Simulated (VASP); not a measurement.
Wanted: the native input for a VASP 6.6.1 run.

* Task: single point
* Functional: PBE
* Potentials or basis: VASP PAW PBE potentials, release 64 (B, As)
* Cutoff: 520 eV
* k mesh: 15 × 15 × 15
* Occupations: fermi-dirac, width 0.08 eV
* Spin: no spin polarisation
* Dipole correction: no
* Further INCAR settings: ALGO = Normal; EDIFF = 1e-06; NBANDS = 11

The structure of BAs (zincblende type) lies in POSCAR:

```
BAs
1.0
    0.0000000000      2.4205839852      2.4205839852
    2.4205839852      0.0000000000      2.4205839852
    2.4205839852      2.4205839852      0.0000000000
B As
1 1
Direct
    0.0000000000      0.0000000000      0.0000000000
    0.2500000000      0.2500000000      0.2500000000
```

This cell differs from its parent crystal: volume scaled by 1.02.

These files were run (other wordings do the same):

INCAR

```
SYSTEM = BAs
PREC = Accurate
ENCUT = 520
EDIFF = 1E-6
ISMEAR = -1
SIGMA = 0.08
LREAL = .FALSE.
LASPH = .TRUE.
NELM = 60
ALGO = Normal
ISIF = 2
LWAVE = .FALSE.
LCHARG = .TRUE.
GGA = PE
LELF = .TRUE.
LVHAR = .TRUE.
NBANDS = 11
```

KPOINTS

```
Automatic mesh
0
G
  15 15 15
  0 0 0
```

Potentials or basis: VASP PAW PBE potentials, release 64 (B, As).

The run is started by

```sh
$ cat potpaw_PBE.64/B/POTCAR potpaw_PBE.64/As/POTCAR > POTCAR
$ mpirun -np 1 vasp_std > vasp.out
```

Results of the run:

```
Pressure               : -2.0 GPa
Band gap on the k mesh : 1.22 eV, indirect (least direct gap 3.23 eV)
```

It took 40 s on 1 thread of Intel(R) Xeon(R) Platinum 8488C (Sapphire Rapids), on a shared host, peak memory 0.18 GiB.
